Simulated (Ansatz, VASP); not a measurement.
**Al2O3: VASP beside Ansatz**

```xyz
10
Lattice="-4.7621 4.7621 4.7621 4.7621 -4.7621 4.7621 4.7621 4.7621 -4.7621" Properties=species:S:1:pos:R:3 pbc="T T T"
Al    3.5716    3.5716    3.5716
Al    1.1905    5.9526   -1.1905
Al    5.9526   -1.1905    1.1905
Al   -1.1905    1.1905    5.9526
O     4.7621    2.3811    3.5716
O     2.3811    3.5716    4.7621
O     3.5716    4.7621    2.3811
O     5.9526    0.0000    2.3811
O     2.3811    5.9526    0.0000
O     0.0000    2.3811    5.9526
```

Alike in both runs: task relaxation of cell and atoms; functional PBE; k mesh 4 × 4 × 4; occupations gaussian, width 0.02 eV; no spin polarisation.

|  | VASP | Ansatz |
| --- | --- | --- |
| version | VASP 6.6.1 | Ansatz 0.2.0 |
| potentials or method | VASP PAW PBE potentials, release 64 (Al, O), cutoff 600 eV | scalar-relativistic, plane waves, PAW |
| valence electrons in the cell | 48 | 48 |

Ansatz gave:

```
gap on the k mesh at the Fermi level, each at its own relaxed structure (eV) : 4.02
relaxed volume (Å³/atom)                                                     : 43.30
relaxed cell length with the largest relative difference (Å)                 : 8.255
```

Question: What did VASP give for the same quantities?

Answer: gap on the k mesh at the Fermi level, each at its own relaxed structure (eV): 4.02; relaxed volume (Å³/atom): 43.27; relaxed cell length with the largest relative difference (Å): 8.253.

Ansatz's warnings: xc potential rough in thin density.
